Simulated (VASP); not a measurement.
# La2Fe2S2O3 (I4/mmm) in VASP: further runs, part 2 of 2

VASP 6.6.1.

### 3 Single point, PBE+U, collinear spin, ferromagnetic start

This run uses another cell than the first one: it holds 9 atoms, not 18.

INCAR reads:

```
SYSTEM = La2Fe2S2O3
PREC     = Accurate       ! precision mode
ENCUT    = 520            ! plane-wave cutoff, eV
EDIFF    = 1E-6           ! SCF threshold, eV
ISMEAR   = 0              ! smearing method
SIGMA    = 0.05           ! smearing width, eV
LREAL    = .False.        ! projectors in reciprocal space
LASPH    = .True.         ! aspherical terms in the spheres
NELM     = 150            ! most SCF steps
ALGO     = Normal         ! electronic algorithm
ISIF     = 2              ! what is computed and relaxed
LWAVE    = .False.        ! write WAVECAR
LCHARG   = .True.         ! write CHGCAR
ISPIN    = 2              ! spin polarisation
MAGMOM   = 0 0 4 4 0 0 0 0 0 ! initial moments
LORBIT   = 11             ! projections on sites
LMAXMIX  = 6              ! l up to which the mixer works
LDAU     = .True.         ! DFT+U
LDAUTYPE = 2            
LDAUL    = -1 2 -1 -1     ! shell
LDAUU    = 0 4 0 0        ! U, eV
LDAUJ    = 0 0 0 0      
LDAUPRINT= 1            
GGA      = PE             ! functional
LELF     = .True.         ! ELF
LVHAR    = .True.       
NBANDS   = 48             ! bands
```

KPOINTS reads:

```
regular mesh
0
Gamma
  5 5 5
  0 0 0
```

POSCAR reads:

```
La2Fe2S2O3
1.0
   -2.0238770000      2.0238770000      9.0922220000
    2.0238770000     -2.0238770000      9.0922220000
    2.0238770000      2.0238770000     -9.0922220000
La Fe S O
2 2 2 3
Direct
    0.1818010000      0.1818010000      0.0000000000
    0.8181990000      0.8181990000      0.0000000000
    0.5000000000      0.0000000000      0.5000000000
    0.0000000000      0.5000000000      0.5000000000
    0.4049150000      0.4049150000      0.0000000000
    0.5950850000      0.5950850000      0.0000000000
    0.7500000000      0.2500000000      0.5000000000
    0.2500000000      0.7500000000      0.5000000000
    0.0000000000      0.0000000000      0.0000000000
```

Potentials or basis: VASP PAW PBE potentials, release 64 (La, Fe, S, O).

Launch:

```sh
$ cat potpaw_PBE.64/La/POTCAR potpaw_PBE.64/Fe/POTCAR potpaw_PBE.64/S/POTCAR potpaw_PBE.64/O/POTCAR > POTCAR
$ mpirun -np 1 vasp_std > vasp.out
```

OUTCAR:

```text
SYSTEM = La2Fe2S2O3
   PREC = Accurate
   ENCUT = 520
   EDIFF = 1E-6
   ISMEAR = 0
   LREAL = .False.
   LASPH = .True.
   NELM = 150
   ISIF = 2
   ISPIN = 2
   LORBIT = 11
   GGA = PE

 ion  position               nearest neighbor table
   1  0.182  0.182  0.000-   7 2.37   8 2.37   7 2.37   8 2.37
   2  0.818  0.818  0.000-   7 2.37   8 2.37   7 2.37   8 2.37
   3  0.500  0.000  0.500-   9 2.02   9 2.02   5 2.66   6 2.66   5 2.66   6 2.66   4 2.86   4 2.86
                             4 2.86   4 2.86
   4  0.000  0.500  0.500-   9 2.02   9 2.02   6 2.66   5 2.66   5 2.66   6 2.66   3 2.86   3 2.86
                             3 2.86   3 2.86
   5  0.405  0.405  0.000-   4 2.66   3 2.66   3 2.66   4 2.66
   6  0.595  0.595  0.000-   3 2.66   4 2.66   3 2.66   4 2.66
   7  0.750  0.250  0.500-   1 2.37   2 2.37   2 2.37   1 2.37
   8  0.250  0.750  0.500-   1 2.37   2 2.37   2 2.37   1 2.37
   9  0.000  0.000  0.000-   3 2.02   4 2.02   4 2.02   3 2.02

  LATTYP: Found a body centered tetragonal cell.
 ALAT       =     4.0477540000
 C/A-ratio  =     4.4924775567

  Lattice vectors:

 A1 = (  -2.0238770000,   2.0238770000,   9.0922220000)
 A2 = (   2.0238770000,  -2.0238770000,   9.0922220000)
 A3 = (   2.0238770000,   2.0238770000,  -9.0922220000)

Analysis of symmetry for initial positions (statically):
=====================================================================
 Subroutine PRICEL returns:
 Original cell was already a primitive cell.

 Routine SETGRP: Setting up the symmetry group for a
[... 274 lines left out ...]
      5     -10.6916      1.00000
      6      -8.8528      1.00000
[... 871 lines left out ...]
     45      10.0381      0.00000
     46      10.0604      0.00000
 Fermi energy:         6.1723960885

 spin component 2

 k-point     1 :       0.0000    0.0000    0.0000
  band No.  band energies     occupation
      1     -25.0124      1.00000
      2     -24.8069      1.00000
      3     -12.2952      1.00000
      4     -12.0229      1.00000
      5     -10.6819      1.00000
      6      -8.8404      1.00000
[... 871 lines left out ...]
     45      10.0887      0.00000
     46      10.0928      0.00000
 [bands above 46 left out]

------------------------ aborting loop because EDIFF is reached ----------------------------------------

  FORCE on cell =-STRESS in cart. coord.  units (eV):
  Direction    XX          YY          ZZ          XY          YZ          ZX
  --------------------------------------------------------------------------------------
  -------------------------------------------------------------------------------------
  Total        1.6279553      1.6279553      0.0108854      0.0000000      0.0000000      0.0000000
  in kB       17.5087370     17.5087370      0.1170734      0.0000000      0.0000000      0.0000000
  external PRESSURE =      11.7115158 kB  Pullay stress =       0.0000000 kB

 VOLUME and BASIS-vectors are now :
 -----------------------------------------------------------------------------
  energy-cutoff  :      520.00
  volume of cell :      148.97
      direct lattice vectors                 reciprocal lattice vectors
    -2.023877000  2.023877000  9.092222000     0.000000000  0.247050587  0.054992058
     2.023877000 -2.023877000  9.092222000     0.247050587  0.000000000  0.054992058
     2.023877000  2.023877000 -9.092222000     0.247050587  0.247050587  0.000000000

 POSITION                                       TOTAL-FORCE (eV/Angst)
 -----------------------------------------------------------------------------------
      0.00000      0.00000      3.30595        -0.000000     -0.000000      0.041901
      0.00000      0.00000     14.87849        -0.000000     -0.000000     -0.041901
      0.00000      2.02388      0.00000        -0.000000     -0.000000     -0.000000
      2.02388      0.00000      0.00000        -0.000000     -0.000000     -0.000000
      0.00000      0.00000      7.36315         0.000000      0.000000      0.170787
      0.00000      0.00000     10.82129         0.000000      0.000000     -0.170787
      0.00000      2.02388      4.54611        -0.000000     -0.000000     -0.000000
      2.02388      0.00000      4.54611        -0.000000     -0.000000      0.000000
      0.00000      0.00000      0.00000        -0.000000     -0.000000     -0.000000
 -----------------------------------------------------------------------------------
    total drift:                                0.000000      0.000000      0.000000

  FREE ENERGIE OF THE ION-ELECTRON SYSTEM (eV)
  ---------------------------------------------------
  free  energy   TOTEN  =       -64.5682110082 eV

  energy  without entropy=      -64.5682110082  energy(sigma->0) =      -64.56821101

 total charge

# of ion       s       p       d       f       tot
--------------------------------------------------
    1        2.017   5.680   0.637   0.236   8.570
    2        2.017   5.680   0.637   0.236   8.570
    3        0.313   0.366   6.096   0.000   6.775
    4        0.313   0.366   6.096   0.000   6.775
    5        1.324   2.415   0.000   0.000   3.739
    6        1.324   2.415   0.000   0.000   3.739
    7        1.569   3.467   0.000   0.000   5.037
    8        1.569   3.467   0.000   0.000   5.037
    9        1.557   3.484   0.000   0.000   5.040
--------------------------------------------------
tot         12.003  27.339  13.466   0.473  53.281

 magnetization (x)

# of ion       s       p       d       f       tot
--------------------------------------------------
    1        0.001   0.002   0.008   0.004   0.015
    2        0.001   0.002   0.008   0.004   0.015
    3        0.027   0.019   3.628   0.000   3.674
    4        0.027   0.019   3.628   0.000   3.674
    5        0.013   0.088   0.000   0.000   0.100
    6        0.013   0.088   0.000   0.000   0.100
    7        0.000   0.005   0.000   0.000   0.005
    8        0.000   0.005   0.000   0.000   0.005
    9        0.016   0.161   0.000   0.000   0.176
--------------------------------------------------
tot          0.097   0.390   7.270   0.009   7.766
```

OSZICAR:

```text
N       E                     dE             d eps       ncg     rms          rms(c)
DAV:   1     0.769004254275E+03    0.76900E+03   -0.26027E+04  3552   0.203E+03
DAV:   2     0.158905866036E+03   -0.61010E+03   -0.55378E+03  3792   0.406E+02
[... 11 lines left out ...]
DAV:  14    -0.645684344734E+02   -0.94606E-03   -0.27204E-02  6232   0.104E+00    0.252E-01
DAV:  15    -0.645683364679E+02    0.98005E-04   -0.59210E-03  6168   0.477E-01    0.140E-01
DAV:  16    -0.645682389494E+02    0.97518E-04   -0.13234E-03  6432   0.250E-01    0.729E-02
DAV:  17    -0.645682110567E+02    0.27893E-04   -0.23314E-04  6152   0.121E-01    0.436E-02
DAV:  18    -0.645682125984E+02   -0.15417E-05   -0.47938E-05  6264   0.458E-02    0.298E-02
DAV:  19    -0.645682117548E+02    0.84361E-06   -0.11142E-05  5528   0.363E-02    0.171E-02
DAV:  20    -0.645682110082E+02    0.74665E-06   -0.82906E-06  5168   0.283E-02
   1 F= -.64568211E+02 E0= -.64568211E+02  d E =-.862316E-19  mag=     8.0004
```

Wall time 30 min (1 thread of Intel Xeon Platinum 8259CL at 2.50GHz (Skylake/Cascade Lake), shared host); peak memory 1.1 GiB.

What came out:

```
Free energy                                           : -64.5682 eV
Pressure                                              : 1.2 GPa
Largest force                                         : 0.171 eV/Å
Band gap on the k mesh                                : 1.15 eV (least direct gap 1.27 eV)
Net moment                                            : 8.00 μB per cell
Site moments                                          : La +0.01; Fe +3.67; S +0.10; O +0.01, +0.18 (each value once) μB
Valence electrons inside the program's atomic spheres : La 8.57; Fe 6.78; S 3.74; O 5.04
```

Forces in eV/Å, atoms in the order of the input:
```
La   0.000  0.000  0.042
La   0.000  0.000 -0.042
Fe   0.000  0.000  0.000
Fe   0.000  0.000  0.000
S    0.000  0.000  0.171
S    0.000  0.000 -0.171
O    0.000  0.000  0.000
O    0.000  0.000  0.000
O    0.000  0.000  0.000
```

Eigenvalues of the final occupation matrices:
```csv
site,spin,trace,eigenvalues
site 3 d,1,4.88,0.95 0.97 0.97 0.98 1.01
site 3 d,2,1.24,0.04 0.05 0.08 0.16 0.91
site 4 d,1,4.88,0.95 0.97 0.97 0.98 1.01
site 4 d,2,1.24,0.04 0.05 0.08 0.16 0.91
```

Caveat: spin-orbit coupling is left out, which moves the levels of the heavy elements; the run started ferromagnetic, and an antiferromagnetic order may lie lower in energy.
